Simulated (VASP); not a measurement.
**NaCl: single point with PBE**

NaCl, a slab with vacuum:

```
CELL_PARAMETERS angstrom
8.05476 0.00000 0.00000
0.00000 8.05476 0.00000
0.00000 0.00000 21.69557
ATOMIC_POSITIONS crystal
Na 0.25000 0.25000 0.36874
Na 0.25000 0.75000 0.36874
Na 0.75000 0.25000 0.36874
Na 0.75000 0.75000 0.36874
Na 0.50000 0.50000 0.50046
Na 0.50000 0.00000 0.50046
Na 0.00000 0.50000 0.50046
Na 0.00000 0.00000 0.50046
Na 0.75000 0.75000 0.62784
Na 0.75000 0.25000 0.62784
Na 0.25000 0.75000 0.62784
Na 0.25000 0.25000 0.62784
Cl 0.50000 0.50000 0.36874
Cl 0.50000 0.00000 0.36874
Cl 0.00000 0.50000 0.36874
Cl 0.00000 0.00000 0.36874
Cl 0.75000 0.75000 0.49908
Cl 0.75000 0.25000 0.49908
Cl 0.25000 0.75000 0.49908
Cl 0.25000 0.25000 0.49908
Cl 0.00000 0.00000 0.63291
Cl 0.00000 0.50000 0.63291
Cl 0.50000 0.00000 0.63291
Cl 0.50000 0.50000 0.63291
```

```json
{"Program": "VASP 6.6.1", "Task": "single point", "Functional": "PBE", "Potentials or basis": "VASP PAW PBE potentials, release 64 (Na_pv, Cl)", "Cutoff": "520 eV", "k mesh": "2 × 2 × 1", "Occupations": "gaussian, width 0.05 eV", "Spin": "no spin polarisation", "Dipole correction": "yes", "Further INCAR settings": "LREAL = Auto; ALGO = Normal; EDIFF = 1e-06; NBANDS = 102"}
```

```json
{
  "Largest force": "0.146 eV/Å",
  "Band gap on the k mesh": "4.88 eV"
}
```

Forces on the atoms (eV/Å):
```
Na   0.000  0.000  0.146
Na   0.000  0.000  0.146
Na   0.000  0.000  0.146
Na   0.000  0.000  0.146
Na   0.000  0.000  0.003
Na   0.000  0.000  0.003
Na   0.000  0.000  0.003
Na   0.000  0.000  0.003
Na   0.000  0.000 -0.004
Na   0.000  0.000 -0.004
Na   0.000  0.000 -0.004
Na   0.000  0.000 -0.004
Cl   0.000  0.000 -0.144
Cl   0.000  0.000 -0.144
Cl   0.000  0.000 -0.144
Cl   0.000  0.000 -0.144
Cl   0.000  0.000  0.005
Cl   0.000  0.000  0.005
Cl   0.000  0.000  0.005
Cl   0.000  0.000  0.005
Cl   0.000  0.000 -0.006
Cl   0.000  0.000 -0.006
Cl   0.000  0.000 -0.006
Cl   0.000  0.000 -0.006
```

Levels at points of the mesh, in eV from the valence-band top:
```tsv
k point	band 82	band 83	band 84	band 85	band 86	band 87
(0.00, 0.00, 0.00)	-0.04	0.00	0.00	4.88	5.40	6.37
(0.50, 0.00, 0.00)	-0.11	-0.02	-0.02	5.76	5.76	6.08
(0.50, 0.50, 0.00)	-0.13	-0.13	-0.13	6.40	6.40	6.40
```

Wall time 34 min on 1 thread of Intel Xeon 8259CL, with other jobs on the host, peak memory 1.2 GiB.
